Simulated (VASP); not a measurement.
A run of VASP 6.6.1 is set up as follows.

File INCAR:

```
SYSTEM = Ba3SbP
ALGO = Normal
EDIFF = 1E-6
ENCUT = 520
ISIF = 2
ISMEAR = -1
LASPH = .True.
LCHARG = .False.
LREAL = .False.
LWAVE = .False.
NBANDS = 28
NELM = 100
PREC = Accurate
SIGMA = 0.1
```

KPOINTS

```
k-points
0
Gamma
  5 5 5
  0 0 0
```

The input POSCAR:

```
Ba3SbP
1.0
    6.1131770000      0.0000000000      0.0000000000
    0.0000000000      6.1131770000      0.0000000000
    0.0000000000      0.0000000000      6.1131770000
Ba Sb P
3 1 1
Direct
    0.5000000000      0.5000000000      0.0000000000
    0.5000000000      0.0000000000      0.5000000000
    0.0000000000      0.5000000000      0.5000000000
    0.0000000000      0.0000000000      0.0000000000
    0.5000000000      0.5000000000      0.5000000000
```

Potentials or basis: VASP PAW LDA potentials, release 64 (Ba_sv, Sb, P).

Launch:

```sh
$ cat potpaw_LDA.64/Ba_sv/POTCAR potpaw_LDA.64/Sb/POTCAR potpaw_LDA.64/P/POTCAR > POTCAR
$ mpirun -np 1 vasp_std > vasp.out
```

Problem. Estimate the band gap on the k mesh.

Solution. 0.14 eV, direct.

Problem. Estimate the pressure.

Solution. -2.0 GPa.

Caveat: spin-orbit coupling is left out, which moves the levels of the heavy elements. A k mesh can miss the band edges.
